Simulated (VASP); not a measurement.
# H4CO in VASP: a series of runs

Runs on H4CO. Level: PBE+D3(BJ). Tasks: single point.

Everything below comes from runs of VASP 6.6.1. Logs are shortened: lines on timing, memory, paths and dates and some standing lists are left out, and cuts for length are marked.

**1. The cell of the first run**

The cell holds a disordered packing, 36 atoms: a = 6.851 Å, b = 6.851 Å, c = 6.851 Å, α = 90.00°, β = 90.00°, γ = 90.00°.

**2. Single point, PBE+D3(BJ)**

The input, INCAR:

```
SYSTEM = H4CO
  PREC = Accurate
  ENCUT = 520
  EDIFF = 1E-6
  ISMEAR = -1
  SIGMA = 0.05
  LREAL = Auto
  LASPH = .True.
  NELM = 120
  ALGO = Normal
  ISIF = 2
  LWAVE = .False.
  LCHARG = .False.
  GGA = PE
  IVDW = 12
  NBANDS = 66
  GGA_COMPAT = .False.
```

The input, KPOINTS:

```
Automatic mesh
0
Gamma
  1 1 1
  0 0 0
```

The input, POSCAR:

```
H4CO
1.0
    6.8512850000      0.0000000000      0.0000000000
    0.0000000000      6.8512850000      0.0000000000
    0.0000000000      0.0000000000      6.8512850000
C O H
6 6 24
Direct
    0.1330553320      0.6668092190      0.7562522943
    0.6202194187      0.3508101035      0.5613983362
    0.1730770213      0.5358118951      0.2610313248
    0.5938010169      0.3951813419      1.0471320344
    0.9191268499      0.1023019769      0.2471069296
    0.6103964439      0.8496216403      0.6552347479
   -0.0324026807      0.6988324088      0.8772660895
    0.8187953063      0.4146375461      0.6049814013
    0.0401092642      0.6909068883      0.2631623119
    0.5005338415      0.2162659997      0.9770283969
    1.1232199507      0.0757522129      0.1980358429
    0.7497133749      0.9825602059      0.7346505072
    0.2013198984      0.5276382460      0.7836778064
   -0.0974269790      0.8179633456      0.8244292859
    0.0786275859      0.6457912640      0.6045289314
    0.2520549065      0.7785400841      0.7630247465
    0.6274151491      0.2271106807      0.4585855062
    0.8134970301      0.4704664891      0.7350154022
    0.5591651785      0.3039867704      0.6914615287
    0.5392856960      0.4749474004      0.5052774771
    0.1845931092      0.4519152247      0.4010050669
   -0.0051669139      0.7066995461      0.1278300348
    0.1376822012      0.4279489176      0.1440751625
    0.3190058507      0.6075064751      0.2261619536
    0.6223358100      0.4072812618      1.2001982110
    0.3885840393      0.1926062045      1.0588962508
    0.7335558220      0.3942180190      0.9799037699
    0.5131154229      0.5297692331      1.0002357222
    0.9042683234      0.2557768360      0.3048625185
    1.1460331894     -0.0493338111      0.2483329770
    0.8158031669      0.0597114264      0.1236702312
    0.8933944508     -0.0115014921      0.3610271650
    0.6947163926      0.7647470511      0.5554870364
    0.6957672904      1.0649972961      0.8350550298
    0.5390375674      0.7601639692      0.7783649345
    0.4979795761      0.9452241441      0.5852332811
```

Potentials or basis: VASP PAW PBE potentials, release 64 (C, O, H).

The run is started by

```console
$ cat potpaw_PBE.64/C/POTCAR potpaw_PBE.64/O/POTCAR potpaw_PBE.64/H/POTCAR > POTCAR
$ mpirun -np 1 vasp_gam > vasp.out
```

OUTCAR:

```text
SYSTEM = H4CO
   PREC = Accurate
   ENCUT = 520
   EDIFF = 1E-6
   ISMEAR = -1
   LREAL = Auto
   LASPH = .True.
   NELM = 120
   ISIF = 2
   GGA = PE
   IVDW = 12
 IVDW          = 12

 ion  position               nearest neighbor table
   1  0.133  0.667  0.756-  13 1.08  15 1.11  16 1.12   7 1.42
   2  0.620  0.351  0.561-  19 1.04  20 1.09  17 1.10   8 1.46
   3  0.173  0.536  0.261-  23 1.12  21 1.12  24 1.14   9 1.40
   4  0.594  0.395  0.047-  27 1.06  25 1.07  28 1.12  10 1.46
   5  0.919  0.102  0.247-  32 1.12  29 1.13  31 1.14  11 1.45
   6  0.610  0.850  0.655-  33 1.07  36 1.12  35 1.15  12 1.43
   7  0.968  0.699  0.877-  14 1.00   1 1.42
   8  0.819  0.415  0.605-  18 0.97   2 1.46
   9  0.040  0.691  0.263-  22 0.98   3 1.40
  10  0.501  0.216  0.977-  26 0.96   4 1.46
  11  0.123  0.076  0.198-  30 0.94   5 1.45
  12  0.750  0.983  0.735-  34 0.96   6 1.43
  13  0.201  0.528  0.784-   1 1.08
  14  0.903  0.818  0.824-   7 1.00
  15  0.079  0.646  0.605-   1 1.11
  16  0.252  0.779  0.763-   1 1.12
  17  0.627  0.227  0.459-   2 1.10
  18  0.813  0.470  0.735-   8 0.97
[... 16 lines left out ...]
  35  0.539  0.760  0.778-   6 1.15
  36  0.498  0.945  0.585-   6 1.12

  LATTYP: Found a simple cubic cell.
 ALAT       =     6.8512850000

  Lattice vectors:

 A1 = (   6.8512850000,   0.0000000000,   0.0000000000)
 A2 = (   0.0000000000,   6.8512850000,   0.0000000000)
 A3 = (   0.0000000000,   0.0000000000,   6.8512850000)

Analysis of symmetry for initial positions (statically):
=====================================================================
 Subroutine PRICEL returns:
 Original cell was already a primitive cell.

 Routine SETGRP: Setting up the symmetry group for a
 simple cubic supercell.

 Subroutine GETGRP returns: Found  1 space group operations
 (whereof  1 operations were pure point group operations)
 out of a pool of 48 trial point group operations.

The static configuration has the point symmetry C_1 .

Analysis of symmetry for dynamics (positions and initial velocities):
=====================================================================
 Subroutine PRICEL returns:
 Original cell was already a primitive cell.

 Routine SETGRP: Setting up the symmetry group for a
 simple cubic supercell.

 Subroutine GETGRP returns: Found  1 space group operations
 (whereof  1 operations were pure point group operations)
 out of a pool of 48 trial point group operations.

The dynamic configuration has the point symmetry C_1 .

 Subroutine INISYM returns: Found  1 space group operations
 (whereof  1 operations are pure point group operations),
 and found     1 'primitive' translations

----------------------------------------------------------------------------------------

                                     Primitive cell

  volume of cell :     321.6000

  direct lattice vectors                    reciprocal lattice vectors
     6.851285000  0.000000000  0.000000000     0.145958021  0.000000000  0.000000000
     0.000000000  6.851285000  0.000000000     0.000000000  0.145958021  0.000000000
     0.000000000  0.000000000  6.851285000     0.000000000  0.000000000  0.145958021

  length of vectors
     6.851285000  6.851285000  6.851285000     0.145958021  0.145958021  0.145958021

  position of ions in fractional coordinates (direct lattice)
     0.133055332  0.666809219  0.756252294
     0.620219419  0.350810104  0.561398336
     0.173077021  0.535811895  0.261031325
     0.593801017  0.395181342  0.047132034
     0.919126850  0.102301977  0.247106930
     0.610396444  0.849621640  0.655234748
[... 28 lines left out ...]
     0.539037567  0.760163969  0.778364934
     0.497979576  0.945224144  0.585233281

  ion indices of the primitive-cell ions
   primitive index   ion index
                 1           1
                 2           2
                 3           3
                 4           4
                 5           5
                 6           6
[... 28 lines left out ...]
                35          35
                36          36

----------------------------------------------------------------------------------------

 KPOINTS: Automatic mesh

Automatic generation of k-mesh.
 Grid dimensions read from file:
 generate k-points for:    1    1    1

 Generating k-lattice:

  Cartesian coordinates                     Fractional coordinates (reciprocal lattice)
     0.145958021  0.000000000  0.000000000     1.000000000  0.000000000  0.000000000
     0.000000000  0.145958021  0.000000000     0.000000000  1.000000000  0.000000000
     0.000000000  0.000000000  0.145958021     0.000000000  0.000000000  1.000000000

  Length of vectors
     0.145958021  0.145958021  0.145958021

  Shift w.r.t. Gamma in fractional coordinates (k-lattice)
     0.000000000  0.000000000  0.000000000

 Subroutine IBZKPT returns following result:
 ===========================================

 Found      1 irreducible k-points:

 Following reciprocal coordinates:
            Coordinates               Weight
  0.000000  0.000000  0.000000      1.000000
   k-points           NKPTS =      1   k-points in BZ     NKDIM =      1   number of bands    NBANDS=     66
   number of dos      NEDOS =    301   number of ions     NIONS =     36
   total plane-waves  NPLWV = 157464
   dimension x,y,z NGX =    54 NGY =   54 NGZ =   54
   dimension x,y,z NGXF=   108 NGYF=  108 NGZF=  108
   ions per type =               6   6  24
   NGX,Y,Z   is equivalent  to a cutoff of  13.10, 13.10, 13.10 a.u.
   NGXF,Y,Z  is equivalent  to a cutoff of  26.21, 26.21, 26.21 a.u.
 SYSTEM =  H4CO
   PREC   = accura    normal or accurate (medium, high low for compatibility)
   ISTART =      0    job   : 0-new  1-cont  2-samecut
   ICHARG =      2    charge: 1-file 2-atom 10-const
   ISPIN  =      1    spin polarized calculation?
   LNONCOLLINEAR =      F non collinear calculations
   LSORBIT =      F    spin-orbit coupling
   LASPH  =      T    aspherical Exc in radial PAW
   ENCUT  =  520.0 eV  38.22 Ry    6.18 a.u.  12.74 12.74 12.74*2*pi/ulx,y,z
   NELM   =    120;   NELMIN=  2; NELMDL= -5     # of ELM steps
   EDIFF  = 0.1E-05   stopping-criterion for ELM
   LREAL  =      T    real-space projection
   EDIFFG = 0.1E-04   stopping-criterion for IOM
   NSW    =      0    number of steps for IOM
   IBRION =     -1    ionic relax: 0-MD 1-quasi-New 2-CG
   NFREE  =      0    steps in history (QN), initial steepest desc. (CG)
   ISIF   =      2    stress and relaxation
   ISYM   =      2    0-nonsym 1-usesym 2-fastsym
   POTIM  = 0.5000    time-step for ionic-motion
   TEBEG  =    0.0;   TEEND  =   0.0 temperature during run
   PSTRESS=    0.0 pullay stress
   NELECT =      84.0000    total number of electrons
   NUPDOWN=      -1.0000    fix difference up-down
   EMIN   =  10.00;   EMAX   =-10.00  energy-range for DOS
   EFERMI =   0.00;   METHOD = LEGACY
   ISMEAR =    -1;   SIGMA  =   0.05  broadening in eV -4-tet -1-fermi 0-gaus
   EFERMI_NEDOS =   21; number of points for ismear=-14 and -15
   IALGO  =     38    algorithm
   IMIX   =      4    mixing-type and parameters
     AMIX     =   0.40;   BMIX     =  1.00
     AMIX_MAG =   1.60;   BMIX_MAG =  1.00
  volume/ion in A,a.u.               =       8.93        60.29
  Fermi-wavevector in a.u.,A,eV,Ry     =   1.046476  1.977553 14.899900  1.095112
  Thomas-Fermi vector in A             =   2.181316
   LORBIT       =      0    0 simple, 1 ext, 2 COOP (PROOUT), +10 PAW based schemes
   GGA     = PE    functional components
   LHFCALC =     F    Hartree Fock is set to
   AEXX    =    0.0000 exact exchange contribution
   IVDW    =    12    specifies the selected vdW correction
   LEPSILON=     F    determine dielectric tensor
   LRPA    =     F    only Hartree local field effects (RPA)
 non-spin polarized calculation
  energy-cutoff  :      520.00
  volume of cell :      321.60
 maximum number of plane-waves:      4355
 NGX is ok and might be reduce to    50
   NGX = 25   NGY = 25   NGZ = 25

 number of electron      83.9999990 magnetization

 Free energy of the ion-electron system (eV)
  ---------------------------------------------------
  ext. energy  EPLUGINS =         0.00000000
  ---------------------------------------------------
  free energy    TOTEN  =      -181.36042897 eV

  energy without entropy =     -181.36042897  energy(sigma->0) =     -181.36042897

 E-fermi :  -1.0868     XC(G=0):  -7.2264

 val. band max:       -2.3443850429   @ k =   0.0000   0.0000   0.0000
 cond. band min:       2.8873172066   @ k =   0.0000   0.0000   0.0000
 fundamental gap:      5.2317022496
 Fermi energy:        -1.0868473550

 k-point     1 :       0.0000    0.0000    0.0000
  band No.  band energies     occupation
      1     -22.4023      2.00000
      2     -22.0832      2.00000
      3     -21.9960      2.00000
      4     -21.7164      2.00000
      5     -21.4852      2.00000
      6     -21.2862      2.00000
[... 46 lines left out ...]
     53       6.3352      0.00000
     54       6.4412      0.00000
 [bands above 54 left out]

------------------------ aborting loop because EDIFF is reached ----------------------------------------

 Edisp (eV)   -1.56718

 E8    (eV) :    -0.3437

  FORCE on cell =-STRESS in cart. coord.  units (eV):
  Direction    XX          YY          ZZ          XY          YZ          ZX
  --------------------------------------------------------------------------------------
  -------------------------------------------------------------------------------------
  Total       2.62082     0.11531     5.22736    -4.08340    -1.28594    -2.67946
  in kB      13.05663     0.57447    26.04216   -20.34308    -6.40640   -13.34877
  external pressure =       13.22 kB  Pullay stress =        0.00 kB

 VOLUME and BASIS-vectors are now :
 -----------------------------------------------------------------------------
  energy-cutoff  :      520.00
  volume of cell :      321.60
      direct lattice vectors                 reciprocal lattice vectors
     6.851285000  0.000000000  0.000000000     0.145958021  0.000000000  0.000000000
     0.000000000  6.851285000  0.000000000     0.000000000  0.145958021  0.000000000
     0.000000000  0.000000000  6.851285000     0.000000000  0.000000000  0.145958021

 POSITION                                       TOTAL-FORCE (eV/Angst)
 -----------------------------------------------------------------------------------
      0.91160      4.56850      5.18130         0.185023      0.194094     -1.401681
      4.24930      2.40350      3.84630         1.891634      0.506103     -1.124689
      1.18580      3.67100      1.78840         1.715441     -0.202280     -0.538844
      4.06830      2.70750      0.32292        -1.024828      0.130513     -1.102069
      6.29720      0.70090      1.69300         0.001964     -0.386063      0.316102
      4.18200      5.82100      4.48920        -1.370503      1.242595      1.664136
[... 28 lines left out ...]
      3.69310      5.20810      5.33280         0.655203      0.511008     -1.271587
      3.41180      6.47600      4.00960         0.029217     -0.858587     -0.102094
 -----------------------------------------------------------------------------------
    total drift:                               -0.001898      0.009347     -0.009054

  FREE ENERGIE OF THE ION-ELECTRON SYSTEM (eV)
  ---------------------------------------------------
  free  energy   TOTEN  =      -182.9276073769 eV

  energy  without entropy=     -182.9276073769  energy(sigma->0) =     -182.92760738
```

It took 85 s on 1 thread of Intel Xeon 8259CL, shared host; peak memory 0.35 GiB.

What came out:

| Item | Value |
| --- | --- |
| Free energy | -182.9276 eV |
| Pressure | 1.3 GPa |
| Largest force | 2.593 eV/Å |
| Band gap on the k mesh | 5.23 eV |
| Dispersion energy per atom | -0.044 eV |

Forces in eV/Å, atoms in the order of the input:
```
C    0.185  0.194 -1.402
C    1.892  0.506 -1.125
C    1.715 -0.202 -0.539
C   -1.025  0.131 -1.102
C    0.002 -0.386  0.316
C   -1.371  1.243  1.664
O    0.437 -0.151  0.462
O   -0.631 -0.488 -0.504
O   -0.848  0.326  1.027
O    0.802  0.990  0.576
O   -0.407  2.218 -1.097
O    1.386 -0.601 -0.157
H    0.145 -0.657  0.733
H   -0.238  0.271  0.171
H    0.262  0.652  0.215
H   -0.898 -0.124  0.112
H   -0.024  0.418  0.089
H    0.242  0.331  0.148
H   -1.324 -0.785  1.512
H   -0.444  0.171 -0.449
H   -0.284  0.572 -0.565
H   -0.063  0.013 -0.616
H    0.096  0.241  0.297
H   -0.493 -0.982  0.336
H   -0.303 -0.390  0.858
H   -0.861 -0.370  0.339
H    1.064  0.193 -0.512
H    0.206 -0.620  0.055
H   -0.268 -1.061 -0.438
H    0.650 -2.431  0.629
H    0.810  0.757  0.616
H   -0.353  0.894 -0.049
H    0.071 -0.808 -0.697
H   -0.814  0.281  0.467
H    0.655  0.511 -1.272
H    0.029 -0.859 -0.102
```

Stress tensor (GPa, compression positive):
```
 1.31 -2.03 -1.33
-2.03  0.06 -0.64
-1.33 -0.64  2.60
```

Levels at points of the mesh, in eV from the valence-band top:
```csv
k point,band 38,band 39,band 40,band 41,band 42,band 43,band 44,band 45,band 46,band 47
"(0.00, 0.00, 0.00)",-0.68,-0.49,-0.09,-0.05,0.00,5.23,6.08,6.37,6.92,7.25
```

Caveat: the k points lie up to 0.92 Å⁻¹ apart.

**3. Single point, PBE+D3(BJ)**

The input, INCAR:

```
ALGO     = Normal         # electronic algorithm
EDIFF    = 1E-6           # SCF threshold, eV
ENCUT    = 520            # plane-wave cutoff, eV
GGA      = PE             # functional
GGA_COMPAT= False        
ISIF     = 2              # what is computed and relaxed
ISMEAR   = -1             # smearing method
IVDW     = 12             # dispersion correction
LASPH    = True           # aspherical terms in the spheres
LCHARG   = True           # write CHGCAR
LELF     = True           # ELF
LREAL    = Auto         
LVHAR    = True         
LWAVE    = False          # write WAVECAR
NBANDS   = 66             # bands
NELM     = 120            # most SCF steps
PREC     = Accurate       # precision mode
SIGMA    = 0.05           # smearing width, eV
```

The input, KPOINTS:

```
k-points
0
Gamma
  1 1 1
```

The input, POSCAR:

```
H4CO
1.0
    6.8512850000      0.0000000000      0.0000000000
    0.0000000000      6.8512850000      0.0000000000
    0.0000000000      0.0000000000      6.8512850000
C O H
6 6 24
Direct
    0.1500010582      0.6979712565      0.7606164391
    0.6144102895      0.3585896660      0.5623762550
    0.1843303847      0.5378699032      0.2354594795
    0.5595154778      0.3927146513      1.0740612892
    0.9757001789      0.1012072918      0.2221335122
    0.5945745944      0.8580142265      0.6724431986
   -0.0127421352      0.7050064331      0.8878626418
    0.7970621570      0.4088722043      0.6327426169
    0.0578869511      0.6979712565      0.2870410441
    0.4505432193      0.2534706993      0.9729269765
    1.1840552539      0.0696949550      0.2169228108
    0.7497425665      0.9790864050      0.7534207087
    0.2329344057      0.5589754331      0.7694177078
   -0.0759127667      0.8314644625      0.8707271702
    0.0978210657      0.7109323288      0.6094039293
    0.2587251880      0.8139640958      0.8107676151
    0.6508122199      0.2607977919      0.4429825938
    0.8036302679      0.5163994783      0.7220835216
    0.5130424439      0.2815384267      0.6619196253
    0.5542609890      0.4926521083      0.4840697767
    0.1770178879      0.4221543842      0.3334556948
   -0.0416710150      0.6714652799      0.1964157089
    0.1680414696      0.4977460433      0.0843345445
    0.3273546495      0.6090098427      0.2419254198
    0.5080214879      0.3818991620      1.2283681090
    0.3691716225      0.1905190048      1.0746013339
    0.7122605467      0.3493651191      1.0793157780
    0.5388624178      0.5409496175      1.0157072724
    0.9561272083      0.2591922537      0.2308618018
    1.2012928962     -0.0637398678      0.2324965317
    0.8886362193      0.0299505859      0.1159490519
    0.9182656976      0.0489397244      0.3670406354
    0.6578036091      0.7514648712      0.5752789440
    0.6796681207      1.0789654787      0.8141976286
    0.5277842040      0.7987990574      0.7994704643
    0.5047958157      0.9660815453      0.6030547554
```

Potentials or basis: VASP PAW PBE potentials, release 64 (C, O, H).

The run is started by

```console
$ cat potpaw_PBE.64/C/POTCAR potpaw_PBE.64/O/POTCAR potpaw_PBE.64/H/POTCAR > POTCAR
$ mpirun -np 1 vasp_gam > vasp.out
```

Run time: 2 min. Hardware: 1 thread of Intel Xeon 8259CL, shared host; peak memory 0.36 GiB.

The run converged. Its results:

```
Free energy                : -182.3616 eV
Pressure                   : 3.9 GPa
Largest force              : 3.300 eV/Å
Band gap on the k mesh     : 5.14 eV
Dispersion energy per atom : -0.043 eV
```

Forces in eV/Å, atoms in the order of the input:
```
C    1.189  0.714  0.356
C   -0.344  0.954 -1.464
C    1.415  2.959 -0.357
C    0.106 -0.129  1.541
C    0.595  0.537  2.889
C    1.440  1.401  0.667
O   -0.251 -1.179  0.553
O    1.396 -0.721  0.404
O    0.817 -0.593  0.990
O   -0.533 -0.974 -0.615
O   -0.614  2.825 -0.744
O    1.506 -1.798 -1.139
H   -0.569  0.010  0.303
H   -0.426  0.436 -0.422
H    0.359  0.370 -0.206
H   -0.962 -0.612 -0.859
H   -0.229 -0.531 -0.228
H   -0.215  0.681  0.727
H   -0.031  0.612  0.076
H   -0.504 -0.963  0.760
H   -0.221 -1.637  1.339
H   -1.909  0.470 -1.337
H   -0.420 -0.396 -0.489
H    0.293 -0.447  0.241
H    0.490  0.684 -0.615
H   -0.427 -0.277 -0.623
H    0.527  0.304 -0.309
H    0.151 -0.017  0.009
H   -0.135 -0.017 -0.484
H    0.118 -3.052  0.416
H   -0.248 -0.371 -1.378
H    0.316  0.128 -0.510
H    0.152 -0.237 -0.278
H   -0.920  2.017  1.249
H   -0.848 -0.961  0.307
H   -1.060 -0.187 -0.772
```

Stress tensor (GPa, compression positive):
```
 4.14 -1.03  1.27
-1.03  4.37  0.51
 1.27  0.51  3.32
```

Levels at points of the mesh, in eV from the valence-band top:
```tsv
k point	band 40	band 41	band 42	band 43	band 44	band 45
(0.00, 0.00, 0.00)	-0.30	-0.12	0.00	5.14	6.18	6.49
```

Caveat: the k points lie up to 0.92 Å⁻¹ apart.

[end of part 1 of 3]
